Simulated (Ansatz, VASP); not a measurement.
## C: VASP beside Ansatz

The input INCAR:

```
SYSTEM = C
PREC = Accurate ; ENCUT = 910
EDIFF = 1E-6 ; ISMEAR = -1
SIGMA = 0.05 ; LREAL = .False.
LASPH = .True. ; NELM = 120
ALGO = Normal ; ISIF = 2
LWAVE = .False. ; LCHARG = .False.
GGA = PS ; IVDW = 13
NBANDS = 11 ; GGA_COMPAT = .False.
```

The input KPOINTS:

```
Automatic mesh
0
Gamma
  13 13 13
  0 0 0
```

POSCAR

```
C
1.0
    0.0000000000      1.7951807415      1.7951807415
    1.7951807415      0.0000000000      1.7951807415
    1.7951807415      1.7951807415      0.0000000000
C
2
Direct
    0.7500000000      0.7500000000      0.7500000000
    0.5000000000      0.5000000000      0.5000000000
```

input.yaml

```yaml
crystal:
  lattice:
    - [0.0, 1.7951807415, 1.7951807415]
    - [1.7951807415, 0.0, 1.7951807415]
    - [1.7951807415, 1.7951807415, 0.0]
  atoms:
    - { symbol: C, position: [0.75, 0.75, 0.75] }
    - { symbol: C, position: [0.5, 0.5, 0.5] }
hamiltonian:
  xc: pbesol
  pseudopotentials: { kind: paw }
  dispersion: d4
kpoints:
  mp_grid: { grid: [13, 13, 13] }
scf:
  occupations: { method: fermi_dirac, width: 0.05 }
output:
  forces: true
  stress: true
  eigenvalues: true
  write_density: true
  write_potential: true
  elf: true
  volumetric_format: npy
```

Alike in both runs: task single point; functional PBEsol; dispersion D4; k mesh 13 × 13 × 13; occupations fermi-dirac, width 0.05 eV; no spin polarisation.

|  | VASP | Ansatz |
| --- | --- | --- |
| version | VASP 6.6.1 | Ansatz 0.2.0 |
| potentials or method | VASP PAW PBE potentials, release 64 (C_h) | Ansatz PAW |
| plane-wave cutoff (eV) | 910 | 420 |
| valence electrons in the cell | 8 | 8 |

Ansatz gave:

- gap on the k mesh at the Fermi level (eV): 3.97
- least direct gap on the mesh (eV): 5.48

Q: Which values does VASP return?

A: gap on the k mesh at the Fermi level (eV): 3.97; least direct gap on the mesh (eV): 5.49.

VASP's potentials were made for PBE, not for PBEsol.

Noted on VASP's run: the cutoff is short for stress, so the pressure is rough. Noted on Ansatz's run: Pulay correction over one GPa; odd divisions of the mesh miss points on the zone boundary, where band edges often lie, so the gap on the mesh can be too wide.
